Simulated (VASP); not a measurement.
# AlFe2 (P6/mmm) in VASP: single point with r2SCAN

Aim: the single point of AlFe2 with r2SCAN.

Program: VASP 6.6.1. These are calculated values, not measurements. Logs are shortened: lines on timing, memory, paths and dates and some standing lists are left out, and cuts for length are marked.

## Step 1: The cell of the first run

It takes space group P6/mmm (No. 191, hexagonal). The conventional cell has a = 4.165 Å, b = 4.165 Å, c = 2.536 Å, α = 90.00°, β = 90.00°, γ = 120.00°. Al (site symmetry 6/mmm) has 2 Al at 2.54 Å and 12 Fe at 2.72 Å within 3.3 Å. Fe (site symmetry -6m2) has 5 Fe at 2.40 to 2.54 Å and 6 Al at 2.72 Å within 3.2 Å.

## Step 2: Single point, r2SCAN, collinear spin, ferromagnetic start

POSCAR

```
AlFe2
1.0
    4.1649828310      0.0000000000      0.0000000000
   -2.0824914155      3.6069809379      0.0000000000
    0.0000000000      0.0000000000      2.5364437044
Al Fe
1 2
Direct
    0.0000000000      0.0000000000      0.0000000000
    0.3333333333      0.6666666667      0.5000000000
    0.6666666667      0.3333333333      0.5000000000
```

INCAR.step1

```
PREC     = Accurate       # precision mode
ENCUT    = 520            # plane-wave cutoff, eV
ISMEAR   = 0              # smearing method
SIGMA    = 0.1            # smearing width, eV
LREAL    = F              # projectors in reciprocal space
LASPH    = T              # aspherical terms in the spheres
NELM     = 150            # most SCF steps
ISPIN    = 2              # spin polarisation
MAGMOM   = 0 2.91 2.91    # initial moments
LMAXMIX  = 4              # l up to which the mixer works
NBANDS   = 20             # bands
GGA      = PE             # functional
ALGO     = Normal         # electronic algorithm
EDIFF    = 1E-4           # SCF threshold, eV
LWAVE    = T              # write WAVECAR
LCHARG   = F              # write CHGCAR
```

INCAR.step2

```
PREC     = Accurate       # precision mode
ENCUT    = 520            # plane-wave cutoff, eV
EDIFF    = 1E-7           # SCF threshold, eV
ISMEAR   = 0              # smearing method
SIGMA    = 0.1            # smearing width, eV
LREAL    = F              # projectors in reciprocal space
LASPH    = T              # aspherical terms in the spheres
NELM     = 150            # most SCF steps
ALGO     = Normal         # electronic algorithm
ISIF     = 2              # what is computed and relaxed
LWAVE    = F              # write WAVECAR
LCHARG   = F              # write CHGCAR
ISPIN    = 2              # spin polarisation
MAGMOM   = 0 2.91 2.91    # initial moments
LORBIT   = 11             # projections on sites
LMAXMIX  = 4              # l up to which the mixer works
METAGGA  = R2SCAN         # meta-GGA
LMIXTAU  = T            
NBANDS   = 20             # bands
ISTART   = 1
```

KPOINTS

```
regular mesh
0
Gamma
  12 12 16
```

Potentials or basis: VASP PAW PBE potentials, release 64 (Al, Fe).

Launch:

```console
$ cat potpaw_PBE.64/Al/POTCAR potpaw_PBE.64/Fe/POTCAR > POTCAR
$ cp INCAR.step1 INCAR
$ mpirun -np 1 vasp_std > vasp.out
$ cp INCAR.step2 INCAR
$ mpirun -np 1 vasp_std > vasp.out
```

OUTCAR:

```text
PREC = Accurate
   ENCUT = 520
   EDIFF = 1E-7
   ISMEAR = 0
   LREAL = F
   LASPH = T
   NELM = 150
   ISIF = 2
   ISPIN = 2
   LORBIT = 11
   METAGGA = R2SCAN
   ISTART = 1

 ion  position               nearest neighbor table
   1  0.000  0.000  0.000-   2 2.72   3 2.72   2 2.72   3 2.72   2 2.72   2 2.72   3 2.72   3 2.72
                             3 2.72   3 2.72   2 2.72   2 2.72
   2  0.333  0.667  0.500-   3 2.40   3 2.40   3 2.40   1 2.72   1 2.72   1 2.72   1 2.72   1 2.72
                             1 2.72
   3  0.667  0.333  0.500-   2 2.40   2 2.40   2 2.40   1 2.72   1 2.72   1 2.72   1 2.72   1 2.72
                             1 2.72

  LATTYP: Found a hexagonal cell.
 ALAT       =     4.1649828310
 C/A-ratio  =     0.6089925955

  Lattice vectors:

 A1 = (   4.1649828310,   0.0000000000,   0.0000000000)
 A2 = (  -2.0824914155,   3.6069809379,   0.0000000000)
 A3 = (   0.0000000000,   0.0000000000,   2.5364437044)

Analysis of symmetry for initial positions (statically):
=====================================================================
 Subroutine PRICEL returns:
 Original cell was already a primitive cell.

 Routine SETGRP: Setting up the symmetry group for a
 hexagonal supercell.

 Subroutine GETGRP returns: Found 24 space group operations
 (whereof 24 operations were pure point group operations)
 out of a pool of 24 trial point group operations.

The static configuration has the point symmetry D_6h.

Analysis of symmetry for dynamics (positions and initial velocities):
=====================================================================
 Subroutine PRICEL returns:
 Original cell was already a primitive cell.

 Routine SETGRP: Setting up the symmetry group for a
 hexagonal supercell.

 Subroutine GETGRP returns: Found 24 space group operations
 (whereof 24 operations were pure point group operations)
 out of a pool of 24 trial point group operations.

The dynamic configuration has the point symmetry D_6h.

Analysis of structural, dynamic, and magnetic symmetry:
=====================================================================
 Subroutine PRICEL returns:
 Original cell was already a primitive cell.

 Routine SETGRP: Setting up the symmetry group for a
 hexagonal supercell.

 Subroutine GETGRP returns: Found 24 space group operations
 (whereof 24 operations were pure point group operations)
 out of a pool of 24 trial point group operations.

The overall configuration has the point symmetry D_6h.

 Subroutine INISYM returns: Found 24 space group operations
[... 124 lines left out ...]
   METAGGA = R2SCAN    functional components
   LHFCALC =     F    Hartree Fock is set to
   AEXX    =    0.0000 exact exchange contribution
   IVDW    =     0    specifies the selected vdW correction
   LEPSILON=     F    determine dielectric tensor
   LRPA    =     F    only Hartree local field effects (RPA)
 spin polarized calculation
 Gauss-broadening in eV      SIGMA  =   0.10
  energy-cutoff  :      520.00
  volume of cell :       38.11
 maximum number of plane-waves:      1054
 NGX is ok and might be reduce to    32
   NGX = 15   NGY = 15   NGZ =  9

 number of electron      19.0000000 magnetization       5.1176878

 Free energy of the ion-electron system (eV)
  ---------------------------------------------------
  ext. energy  EPLUGINS =         0.00000000
  ---------------------------------------------------
  free energy    TOTEN  =       -35.93191155 eV

  energy without entropy =      -35.92455215  energy(sigma->0) =      -35.92823185

 E-fermi :   7.1870     XC(G=0): -12.9785

 val. band max:        7.1863599794   @ k =   0.1667   0.1667   0.4375
 cond. band min:       7.1882871645   @ k =   0.5000   0.0000   0.5000
 fundamental gap:      0.0019271851
 Fermi energy:         7.1870479710

 spin component 1

 k-point     1 :       0.0000    0.0000    0.0000
  band No.  band energies     occupation
      1      -3.4713      1.00000
      2       2.5999      1.00000
      3       2.5999      1.00000
      4       2.6940      1.00000
      5       3.6013      1.00000
      6       3.7006      1.00000
[... 541 lines left out ...]
     19      22.1622      0.00000
     20      22.5394      0.00000

 [... further k-points ...]

 spin component 2

 k-point     1 :       0.0000    0.0000    0.0000
  band No.  band energies     occupation
      1      -3.7196      1.00000
      2       4.0799      1.00000
      3       4.0799      1.00000
      4       4.4171      1.00000
      5       5.5865      1.00000
      6       5.8960      1.00000
[... 541 lines left out ...]
     19      22.6459      0.00000
     20      23.0051      0.00000

 [... further k-points ...]

------------------------ aborting loop because EDIFF is reached ----------------------------------------

  FORCE on cell =-STRESS in cart. coord.  units (eV):
  Direction    XX          YY          ZZ          XY          YZ          ZX
  --------------------------------------------------------------------------------------
  -------------------------------------------------------------------------------------
  Total       -0.1010330     -0.1010330     -0.0478036      0.0000000      0.0000000      0.0000000
  in kB       -4.2480699     -4.2480699     -2.0099689      0.0000000      0.0000000      0.0000000
  external PRESSURE =      -3.5020362 kB  Pullay stress =       0.0000000 kB

 VOLUME and BASIS-vectors are now :
 -----------------------------------------------------------------------------
  energy-cutoff  :      520.00
  volume of cell :       38.11
      direct lattice vectors                 reciprocal lattice vectors
     4.164982831  0.000000000  0.000000000     0.240097028  0.138620084  0.000000000
    -2.082491415  3.606980938  0.000000000     0.000000000  0.277240168  0.000000000
     0.000000000  0.000000000  2.536443704     0.000000000  0.000000000  0.394252787

 POSITION                                       TOTAL-FORCE (eV/Angst)
 -----------------------------------------------------------------------------------
      0.00000      0.00000      0.00000         0.000000      0.000000      0.000000
     -0.00000      2.40465      1.26822         0.000000     -0.000000      0.000000
      2.08249      1.20233      1.26822        -0.000000      0.000000     -0.000000
 -----------------------------------------------------------------------------------
    total drift:                               -0.000000      0.000000      0.000000

  FREE ENERGIE OF THE ION-ELECTRON SYSTEM (eV)
  ---------------------------------------------------
  free  energy   TOTEN  =       -35.9319115516 eV

  energy  without entropy=      -35.9245521523  energy(sigma->0) =      -35.92823185

 total charge

# of ion       s       p       d       tot
------------------------------------------
    1        0.385   0.432   0.000   0.817
    2        0.468   0.522   6.233   7.223
    3        0.468   0.522   6.233   7.223
--------------------------------------------------
tot          1.321   1.476  12.467  15.264

 magnetization (x)

# of ion       s       p       d       tot
------------------------------------------
    1       -0.017  -0.040   0.000  -0.056
    2        0.011  -0.009   2.641   2.643
    3        0.011  -0.009   2.641   2.643
--------------------------------------------------
tot          0.006  -0.057   5.281   5.230
```

OSZICAR.step1:

```text
N       E                     dE             d eps       ncg     rms          rms(c)
DAV:   1     0.965731923259E+02    0.96573E+02   -0.76855E+03 13760   0.102E+03
DAV:   2    -0.187749393161E+02   -0.11535E+03   -0.10436E+03 13736   0.219E+02
DAV:   3    -0.229499763285E+02   -0.41750E+01   -0.40072E+01 15980   0.543E+01
DAV:   4    -0.230213973101E+02   -0.71421E-01   -0.71320E-01 16456   0.611E+00
DAV:   5    -0.230238646541E+02   -0.24673E-02   -0.24672E-02 16124   0.113E+00    0.162E+01
DAV:   6    -0.227351412576E+02    0.28872E+00   -0.21714E+01 16484   0.794E+01    0.152E+01
DAV:   7    -0.206928258072E+02    0.20423E+01   -0.62464E+00 17108   0.419E+01    0.488E+00
DAV:   8    -0.206850394274E+02    0.77864E-02   -0.11353E-01 15420   0.238E+00    0.216E+00
DAV:   9    -0.206664597483E+02    0.18580E-01   -0.35935E-02 18136   0.230E+00    0.779E-01
DAV:  10    -0.206651265768E+02    0.13332E-02   -0.19560E-03 18164   0.393E-01    0.313E-01
DAV:  11    -0.206649706145E+02    0.15596E-03   -0.69459E-04 17824   0.360E-01    0.938E-02
DAV:  12    -0.206650128749E+02   -0.42260E-04   -0.62318E-05  7772   0.919E-02
   1 F= -.20665013E+02 E0= -.20660506E+02  d E =-.901470E-02  mag=     4.5406
```

It took 8 min on 1 thread of AMD EPYC 9R45 (Zen 5), shared host; peak memory 0.3 GiB.

What came out:

| Quantity | Value |
| --- | --- |
| Free energy | -35.9319 eV |
| Pressure | -0.4 GPa |
| Net moment | 5.12 μB per cell |
| Site moments | Al -0.06; Fe +2.64 μB |
| Valence electrons inside the program's atomic spheres | Al 0.82; Fe 7.22 |

Caveat: the PAW data sets were made with another functional, which shifts forces and pressure a little.
